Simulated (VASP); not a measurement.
# InSi63H (a cell with a defect) in VASP: single point with PBEsol

Aim: the single point of InSi63H (a cell with a defect) with PBEsol.

All numbers are computed with VASP 6.6.1; they aren't measurements. Logs are shortened: lines on timing, memory, paths and dates and some standing lists are left out, and cuts for length are marked.

### 1 The cell of the first run

The cell holds a defect, 65 atoms: a = 10.866 Å, b = 10.866 Å, c = 10.866 Å, α = 90.00°, β = 90.00°, γ = 90.00°.

### 2 Single point, PBEsol

Input file INCAR:

```
PREC = Accurate
ENCUT = 400
EDIFF = 1E-6
ISMEAR = -1
SIGMA = 0.05
LREAL = Auto
LASPH = True
NELM = 120
ALGO = Normal
ISIF = 2
LWAVE = False
LCHARG = False
GGA = PS
ISYM = 0
NBANDS = 171
GGA_COMPAT = False
```

Input file KPOINTS:

```
Automatic mesh
0
Gamma
  1 1 1
  0.25 0.25 0.25
```

Input file POSCAR:

```
InSi63H
1.0
   10.8655790000      0.0000000000      0.0000000000
    0.0000000000     10.8655790000      0.0000000000
    0.0000000000      0.0000000000     10.8655790000
Si In H
63 1 1
Direct
    0.0000000000      0.0000000000      0.0000000000
    0.0000000000      0.0000000000      0.5000000000
    0.0000000000      0.5000000000      0.0000000000
    0.0000000000      0.5000000000      0.5000000000
    0.5000000000      0.0000000000      0.0000000000
    0.5000000000      0.0000000000      0.5000000000
    0.5000000000      0.5000000000      0.0000000000
    0.1250000000      0.1250000000      0.1250000000
    0.1250000000      0.1250000000      0.6250000000
    0.1250000000      0.6250000000      0.1250000000
    0.1250000000      0.6250000000      0.6250000000
    0.6250000000      0.1250000000      0.1250000000
    0.6250000000      0.1250000000      0.6250000000
    0.6250000000      0.6250000000      0.1250000000
    0.6419510000      0.6419510000      0.6419510000
    0.2500000000      0.2500000000      0.0000000000
    0.2500000000      0.2500000000      0.5000000000
    0.2500000000      0.7500000000      0.0000000000
    0.2500000000      0.7500000000      0.5000000000
    0.7500000000      0.2500000000      0.0000000000
    0.7500000000      0.2500000000      0.5000000000
    0.7500000000      0.7500000000      0.0000000000
    0.7500000000      0.7500000000      0.5000000000
    0.3750000000      0.3750000000      0.1250000000
    0.3750000000      0.3750000000      0.6250000000
    0.3750000000      0.8750000000      0.1250000000
    0.3750000000      0.8750000000      0.6250000000
    0.8750000000      0.3750000000      0.1250000000
    0.8750000000      0.3750000000      0.6250000000
    0.8750000000      0.8750000000      0.1250000000
    0.8750000000      0.8750000000      0.6250000000
    0.2500000000      0.0000000000      0.2500000000
    0.2500000000      0.0000000000      0.7500000000
    0.2500000000      0.5000000000      0.2500000000
    0.2500000000      0.5000000000      0.7500000000
    0.7500000000      0.0000000000      0.2500000000
    0.7500000000      0.0000000000      0.7500000000
    0.7500000000      0.5000000000      0.2500000000
    0.7500000000      0.5000000000      0.7500000000
    0.3750000000      0.1250000000      0.3750000000
    0.3750000000      0.1250000000      0.8750000000
    0.3750000000      0.6250000000      0.3750000000
    0.3750000000      0.6250000000      0.8750000000
    0.8750000000      0.1250000000      0.3750000000
    0.8750000000      0.1250000000      0.8750000000
    0.8750000000      0.6250000000      0.3750000000
    0.8750000000      0.6250000000      0.8750000000
    0.0000000000      0.2500000000      0.2500000000
    0.0000000000      0.2500000000      0.7500000000
    0.0000000000      0.7500000000      0.2500000000
    0.0000000000      0.7500000000      0.7500000000
    0.5000000000      0.2500000000      0.2500000000
    0.5000000000      0.2500000000      0.7500000000
    0.5000000000      0.7500000000      0.2500000000
    0.5000000000      0.7500000000      0.7500000000
    0.1250000000      0.3750000000      0.3750000000
    0.1250000000      0.3750000000      0.8750000000
    0.1250000000      0.8750000000      0.3750000000
    0.1250000000      0.8750000000      0.8750000000
    0.6250000000      0.3750000000      0.3750000000
    0.6250000000      0.3750000000      0.8750000000
    0.6250000000      0.8750000000      0.3750000000
    0.6250000000      0.8750000000      0.8750000000
    0.4830490000      0.4830490000      0.4830490000
    0.5625000000      0.5625000000      0.5625000000
```

Potentials or basis: VASP PAW PBE potentials, release 64 (Si, In_d, H).

Launch:

```
cat potpaw_PBE.64/Si/POTCAR potpaw_PBE.64/In_d/POTCAR potpaw_PBE.64/H/POTCAR > POTCAR
mpirun -np 1 vasp_std > vasp.out
```

OUTCAR:

```text
PREC = Accurate
   ENCUT = 400
   EDIFF = 1E-6
   ISMEAR = -1
   LREAL = Auto
   LASPH = True
   NELM = 120
   ISIF = 2
   GGA = PS
   ISYM = 0

 ion  position               nearest neighbor table
   1  0.000  0.000  0.000-   8 2.35  30 2.35  45 2.35  59 2.35
   2  0.000  0.000  0.500-   9 2.35  31 2.35  44 2.35  58 2.35
   3  0.000  0.500  0.000-  10 2.35  28 2.35  47 2.35  57 2.35
   4  0.000  0.500  0.500-  11 2.35  29 2.35  46 2.35  56 2.35
   5  0.500  0.000  0.000-  12 2.35  26 2.35  41 2.35  63 2.35
   6  0.500  0.000  0.500-  13 2.35  27 2.35  40 2.35  62 2.35
   7  0.500  0.500  0.000-  14 2.35  24 2.35  43 2.35  61 2.35
   8  0.125  0.125  0.125-   1 2.35  16 2.35  32 2.35  48 2.35
   9  0.125  0.125  0.625-   2 2.35  17 2.35  33 2.35  49 2.35
  10  0.125  0.625  0.125-   3 2.35  18 2.35  34 2.35  50 2.35
  11  0.125  0.625  0.625-   4 2.35  19 2.35  35 2.35  51 2.35
  12  0.625  0.125  0.125-   5 2.35  20 2.35  36 2.35  52 2.35
  13  0.625  0.125  0.625-   6 2.35  21 2.35  37 2.35  53 2.35
  14  0.625  0.625  0.125-   7 2.35  22 2.35  38 2.35  54 2.35
  15  0.642  0.642  0.642-  65 1.50  39 2.27  55 2.27  23 2.27  64 2.99
  16  0.250  0.250  0.000-   8 2.35  24 2.35  41 2.35  57 2.35
  17  0.250  0.250  0.500-   9 2.35  25 2.35  40 2.35  56 2.35  64 3.59
  18  0.250  0.750  0.000-  10 2.35  26 2.35  43 2.35  59 2.35
  19  0.250  0.750  0.500-  11 2.35  27 2.35  42 2.35  58 2.35
  20  0.750  0.250  0.000-  12 2.35  28 2.35  45 2.35  61 2.35
  21  0.750  0.250  0.500-  13 2.35  29 2.35  44 2.35  60 2.35
  22  0.750  0.750  0.000-  14 2.35  30 2.35  47 2.35  63 2.35
  23  0.750  0.750  0.500-  15 2.27  31 2.35  46 2.35  62 2.35
[... 16 lines left out ...]
  40  0.375  0.125  0.375-   6 2.35  17 2.35  32 2.35  52 2.35
[... 9 lines left out ...]
  50  0.000  0.750  0.250-  10 2.35  30 2.35  46 2.35  58 2.35
  51  0.000  0.750  0.750-  11 2.35  31 2.35  47 2.35  59 2.35
  52  0.500  0.250  0.250-  12 2.35  24 2.35  40 2.35  60 2.35  64 3.59
  53  0.500  0.250  0.750-  13 2.35  25 2.35  41 2.35  61 2.35
  54  0.500  0.750  0.250-  14 2.35  26 2.35  42 2.35  62 2.35
  55  0.500  0.750  0.750-  15 2.27  27 2.35  43 2.35  63 2.35
  56  0.125  0.375  0.375-   4 2.35  17 2.35  34 2.35  48 2.35
  57  0.125  0.375  0.875-   3 2.35  16 2.35  35 2.35  49 2.35
  58  0.125  0.875  0.375-   2 2.35  19 2.35  32 2.35  50 2.35
  59  0.125  0.875  0.875-   1 2.35  18 2.35  33 2.35  51 2.35
  60  0.625  0.375  0.375-  64 2.27  38 2.35  52 2.35  21 2.35
  61  0.625  0.375  0.875-   7 2.35  20 2.35  39 2.35  53 2.35
  62  0.625  0.875  0.375-   6 2.35  23 2.35  36 2.35  54 2.35
  63  0.625  0.875  0.875-   5 2.35  22 2.35  37 2.35  55 2.35
  64  0.483  0.483  0.483-  65 1.50  42 2.27  60 2.27  25 2.27  15 2.99  52 3.59  34 3.59  17 3.59

  65  0.562  0.562  0.562-  15 1.50  64 1.50

IMPORTANT INFORMATION: All symmetrisations will be switched off!
NOSYMM: (Re-)initialisation of all symmetry stuff for point group C_1.

----------------------------------------------------------------------------------------

                                     Primitive cell

  volume of cell :    1282.7990

  direct lattice vectors                    reciprocal lattice vectors
    10.865579000  0.000000000  0.000000000     0.092033752  0.000000000  0.000000000
     0.000000000 10.865579000  0.000000000     0.000000000  0.092033752  0.000000000
     0.000000000  0.000000000 10.865579000     0.000000000  0.000000000  0.092033752

  length of vectors
    10.865579000 10.865579000 10.865579000     0.092033752  0.092033752  0.092033752

  position of ions in fractional coordinates (direct lattice)
     0.000000000  0.000000000  0.000000000
     0.000000000  0.000000000  0.500000000
     0.000000000  0.500000000  0.000000000
     0.000000000  0.500000000  0.500000000
     0.500000000  0.000000000  0.000000000
     0.500000000  0.000000000  0.500000000
[... 57 lines left out ...]
     0.483049000  0.483049000  0.483049000
     0.562500000  0.562500000  0.562500000

  ion indices of the primitive-cell ions
   primitive index   ion index
                 1           1
                 2           2
                 3           3
                 4           4
                 5           5
                 6           6
[... 57 lines left out ...]
                64          64
                65          65

----------------------------------------------------------------------------------------

 KPOINTS: Automatic mesh

Automatic generation of k-mesh.
 Grid dimensions read from file:
 generate k-points for:    1    1    1

 Generating k-lattice:

  Cartesian coordinates                     Fractional coordinates (reciprocal lattice)
     0.092033752  0.000000000  0.000000000     1.000000000  0.000000000  0.000000000
     0.000000000  0.092033752  0.000000000     0.000000000  1.000000000  0.000000000
     0.000000000  0.000000000  0.092033752     0.000000000  0.000000000  1.000000000

  Length of vectors
     0.092033752  0.092033752  0.092033752

  Shift w.r.t. Gamma in fractional coordinates (k-lattice)
     0.250000000  0.250000000  0.250000000

 Subroutine IBZKPT returns following result:
 ===========================================

 Found      4 irreducible k-points:

 Following reciprocal coordinates:
            Coordinates               Weight
  0.250000  0.250000  0.250000      2.000000
 -0.250000  0.250000  0.250000      2.000000
 -0.250000 -0.250000  0.250000      2.000000
  0.250000 -0.250000  0.250000      2.000000
   k-points           NKPTS =      4   k-points in BZ     NKDIM =      4   number of bands    NBANDS=    171
   number of dos      NEDOS =    301   number of ions     NIONS =     65
   total plane-waves  NPLWV = 373248
   dimension x,y,z NGX =    72 NGY =   72 NGZ =   72
   dimension x,y,z NGXF=   144 NGYF=  144 NGZF=  144
   ions per type =              63   1   1
   NGX,Y,Z   is equivalent  to a cutoff of  11.02, 11.02, 11.02 a.u.
   NGXF,Y,Z  is equivalent  to a cutoff of  22.03, 22.03, 22.03 a.u.
 SYSTEM =  unknown system
   PREC   = accura    normal or accurate (medium, high low for compatibility)
   ISTART =      0    job   : 0-new  1-cont  2-samecut
   ICHARG =      2    charge: 1-file 2-atom 10-const
   ISPIN  =      1    spin polarized calculation?
   LNONCOLLINEAR =      F non collinear calculations
   LSORBIT =      F    spin-orbit coupling
   LASPH  =      T    aspherical Exc in radial PAW
   ENCUT  =  400.0 eV  29.40 Ry    5.42 a.u.  17.72 17.72 17.72*2*pi/ulx,y,z
   NELM   =    120;   NELMIN=  2; NELMDL= -5     # of ELM steps
   EDIFF  = 0.1E-05   stopping-criterion for ELM
   LREAL  =      T    real-space projection
   EDIFFG = 0.1E-04   stopping-criterion for IOM
   NSW    =      0    number of steps for IOM
   IBRION =     -1    ionic relax: 0-MD 1-quasi-New 2-CG
   NFREE  =      0    steps in history (QN), initial steepest desc. (CG)
   ISIF   =      2    stress and relaxation
   ISYM   =      0    0-nonsym 1-usesym 2-fastsym
   POTIM  = 0.5000    time-step for ionic-motion
   TEBEG  =    0.0;   TEEND  =   0.0 temperature during run
   PSTRESS=    0.0 pullay stress
   NELECT =     266.0000    total number of electrons
   NUPDOWN=      -1.0000    fix difference up-down
   EMIN   =  10.00;   EMAX   =-10.00  energy-range for DOS
   EFERMI =   0.00;   METHOD = LEGACY
   ISMEAR =    -1;   SIGMA  =   0.05  broadening in eV -4-tet -1-fermi 0-gaus
   EFERMI_NEDOS =   21; number of points for ismear=-14 and -15
   IALGO  =     38    algorithm
   IMIX   =      4    mixing-type and parameters
     AMIX     =   0.40;   BMIX     =  1.00
     AMIX_MAG =   1.60;   BMIX_MAG =  1.00
  volume/ion in A,a.u.               =      19.74       133.18
  Fermi-wavevector in a.u.,A,eV,Ry     =   0.968982  1.831111 12.774873  0.938927
  Thomas-Fermi vector in A             =   2.098997
   LORBIT       =      0    0 simple, 1 ext, 2 COOP (PROOUT), +10 PAW based schemes
   GGA     = PS    functional components
   LHFCALC =     F    Hartree Fock is set to
   AEXX    =    0.0000 exact exchange contribution
   IVDW    =     0    specifies the selected vdW correction
   LEPSILON=     F    determine dielectric tensor
   LRPA    =     F    only Hartree local field effects (RPA)
 non-spin polarized calculation
  energy-cutoff  :      400.00
  volume of cell :     1282.80
 maximum number of plane-waves:     23294
 NGX is ok and might be reduce to    70
   NGX = 35   NGY = 35   NGZ = 35

 number of electron     265.9999926 magnetization

 Free energy of the ion-electron system (eV)
  ---------------------------------------------------
  ext. energy  EPLUGINS =         0.00000000
  ---------------------------------------------------
  free energy    TOTEN  =      -364.45683545 eV

  energy without entropy =     -364.45662110  energy(sigma->0) =     -364.45672828

 E-fermi :   6.1105     XC(G=0):  -9.5846

 val. band max:        5.6393790877   @ k =   0.2500   0.2500   0.2500
 cond. band min:       6.5865592296   @ k =   0.2500   0.2500   0.2500
 fundamental gap:      0.9471801419
 Fermi energy:         6.1105447265

 k-point     1 :       0.2500    0.2500    0.2500
  band No.  band energies     occupation
      1      -9.6958      2.00000
      2      -9.1495      2.00000
      3      -9.1495      2.00000
      4      -8.9499      2.00000
      5      -8.9499      2.00000
      6      -6.0000      2.00000
[... 581 lines left out ...]
    144       7.6858      0.00000
    145       7.7340      0.00000
 [bands above 145 left out]

------------------------ aborting loop because EDIFF is reached ----------------------------------------

  FORCE on cell =-STRESS in cart. coord.  units (eV):
  Direction    XX          YY          ZZ          XY          YZ          ZX
  --------------------------------------------------------------------------------------
  -------------------------------------------------------------------------------------
  Total       16.2250989     16.2250971     16.2251003     -0.4717647     -0.4717666     -0.4718399
  in kB       20.2646596     20.2646574     20.2646614     -0.5892199     -0.5892222     -0.5893138
  external PRESSURE =      20.2646595 kB  Pullay stress =       0.0000000 kB

 VOLUME and BASIS-vectors are now :
 -----------------------------------------------------------------------------
  energy-cutoff  :      400.00
  volume of cell :     1282.80
      direct lattice vectors                 reciprocal lattice vectors
    10.865579000  0.000000000  0.000000000     0.092033752  0.000000000  0.000000000
     0.000000000 10.865579000  0.000000000     0.000000000  0.092033752  0.000000000
     0.000000000  0.000000000 10.865579000     0.000000000  0.000000000  0.092033752

 POSITION                                       TOTAL-FORCE (eV/Angst)
 -----------------------------------------------------------------------------------
      0.00000      0.00000      0.00000         0.008472      0.008472      0.008471
      0.00000      0.00000      5.43279        -0.001980     -0.001981     -0.035138
      0.00000      5.43279      0.00000        -0.001981     -0.035140     -0.001981
      0.00000      5.43279      5.43279         0.018260      0.013010      0.013010
      5.43279      0.00000      0.00000        -0.035139     -0.001980     -0.001980
      5.43279      0.00000      5.43279         0.013010      0.018259      0.013010
[... 57 lines left out ...]
      5.24861      5.24861      5.24861        -1.932651     -1.932647     -1.932654
      6.11189      6.11189      6.11189         2.579088      2.579090      2.579086
 -----------------------------------------------------------------------------------
    total drift:                                0.000896      0.000903      0.000891

  FREE ENERGIE OF THE ION-ELECTRON SYSTEM (eV)
  ---------------------------------------------------
  free  energy   TOTEN  =      -364.4568354536 eV

  energy  without entropy=     -364.4566210971  energy(sigma->0) =     -364.45672828
```

Wall time 31 min (1 thread of Intel Xeon 8259CL, shared host); peak memory 0.95 GiB.

Results:

| Quantity | Value |
| --- | --- |
| Free energy | -364.4568 eV |
| Pressure | 2.0 GPa |
| Largest force | 4.467 eV/Å |
| Band gap on the k mesh | 0.95 eV |

Forces on the atoms (eV/Å):
```
Si   0.008  0.008  0.008
Si  -0.002 -0.002 -0.035
Si  -0.002 -0.035 -0.002
Si   0.018  0.013  0.013
Si  -0.035 -0.002 -0.002
Si   0.013  0.018  0.013
Si   0.013  0.013  0.018
Si   0.012  0.012  0.012
Si  -0.036 -0.036 -0.130
Si  -0.036 -0.130 -0.036
Si   0.022  0.010  0.010
Si  -0.130 -0.036 -0.036
Si   0.010  0.022  0.010
Si   0.010  0.010  0.022
Si   0.253  0.253  0.253
Si  -0.011 -0.011 -0.010
Si  -0.084 -0.084  0.174
Si   0.009  0.061  0.011
Si  -0.038 -0.003 -0.150
Si   0.061  0.009  0.011
Si  -0.003 -0.038 -0.150
Si  -0.018 -0.018 -0.007
Si   0.568  0.568 -0.467
Si  -0.014 -0.014  0.009
Si  -1.834 -1.834  2.412
Si   0.097  0.034  0.000
Si   0.000 -0.004 -0.126
Si   0.034  0.097  0.000
Si  -0.004  0.000 -0.126
Si  -0.001 -0.001 -0.003
Si   0.080  0.080 -0.028
Si  -0.011 -0.010 -0.011
Si   0.009  0.011  0.061
Si  -0.084  0.174 -0.084
Si  -0.038 -0.150 -0.003
Si   0.061  0.011  0.009
Si  -0.018 -0.007 -0.018
Si  -0.003 -0.150 -0.038
Si   0.568 -0.467  0.568
Si  -0.014  0.009 -0.014
Si   0.097  0.000  0.034
Si  -1.834  2.412 -1.834
Si   0.000 -0.126 -0.004
Si   0.034  0.000  0.097
Si  -0.001 -0.003 -0.001
Si  -0.004 -0.126  0.000
Si   0.080 -0.028  0.080
Si  -0.010 -0.011 -0.011
Si   0.011  0.009  0.061
Si   0.011  0.061  0.009
Si  -0.007 -0.018 -0.018
Si   0.174 -0.084 -0.084
Si  -0.150 -0.038 -0.003
Si  -0.150 -0.003 -0.038
Si  -0.467  0.568  0.568
Si   0.009 -0.014 -0.014
Si   0.000  0.097  0.034
Si   0.000  0.034  0.097
Si  -0.003 -0.001 -0.001
Si   2.412 -1.834 -1.834
Si  -0.126  0.000 -0.004
Si  -0.126 -0.004  0.000
Si  -0.028  0.080  0.080
In  -1.933 -1.933 -1.933
H    2.579  2.579  2.579
```

Stress tensor (GPa, compression positive):
```
 2.03 -0.06 -0.06
-0.06  2.03 -0.06
-0.06 -0.06  2.03
```

Caveat: the PAW data sets were made with another functional, which shifts forces and pressure a little; spin-orbit coupling is left out, which moves the levels of the heavy elements.
